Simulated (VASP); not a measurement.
Set up this calculation in VASP 6.6.1, as the native input.

```yaml
Task: relaxation of cell and atoms
Functional: LDA
Potentials_or_basis: VASP PAW LDA potentials, release 64 (Na_pv, H)
Cutoff: 600 eV
k_mesh: 12 × 12 × 12
Occupations: fermi-dirac, width 0.05 eV
Spin: no spin polarisation
Dipole_correction: no
Further_INCAR_settings: ALGO = Normal; EDIFF = 1e-06; IBRION = 2; EDIFFG = -0.002; NSW = 100; ISIF = 3
```

The structure of NaH lies in POSCAR:

```
NaH
1.0
    0.0000000000      2.4400000000      2.4400000000
    2.4400000000      0.0000000000      2.4400000000
    2.4400000000      2.4400000000      0.0000000000
Na H
1 1
Direct
    0.0000000000      0.0000000000      0.0000000000
    0.5000000000      0.5000000000      0.5000000000
```

One way to write it, as run:

INCAR

```
ALGO = Normal
EDIFF = 1E-6
EDIFFG = -0.002
ENCUT = 600
IBRION = 2
ISIF = 3
ISMEAR = -1
LASPH = True
LCHARG = False
LREAL = False
LWAVE = False
NELM = 80
NSW = 100
PREC = Accurate
SIGMA = 0.05
```

KPOINTS

```
k-points
0
Gamma
  12 12 12
```

Potentials or basis: VASP PAW LDA potentials, release 64 (Na_pv, H).

Launch:

```bash
$ cat potpaw_LDA.64/Na_pv/POTCAR potpaw_LDA.64/H/POTCAR > POTCAR
$ mpirun -np 1 vasp_std > vasp.out
```

Results of the run:

```
Relaxed volume                        : 12.89 Å³/atom
Relaxed cell                          : a = 3.316 Å, b = 3.316 Å, c = 3.316 Å, α = 60.00°, β = 60.00°, γ = 60.00°
Space group after relaxing (to 0.1 Å) : Fm-3m (No. 225)
Energy gained by relaxing             : 14.7 meV/atom
Ionic steps                           : 4
Pressure after relaxing               : 0.0 GPa
Band gap on the k mesh                : 3.55 eV (least direct gap 4.51 eV)
```

It took 17 s on 1 thread of Intel(R) Xeon(R) 6975P-C (Granite Rapids), with other jobs on the host, peak memory 0.15 GiB.
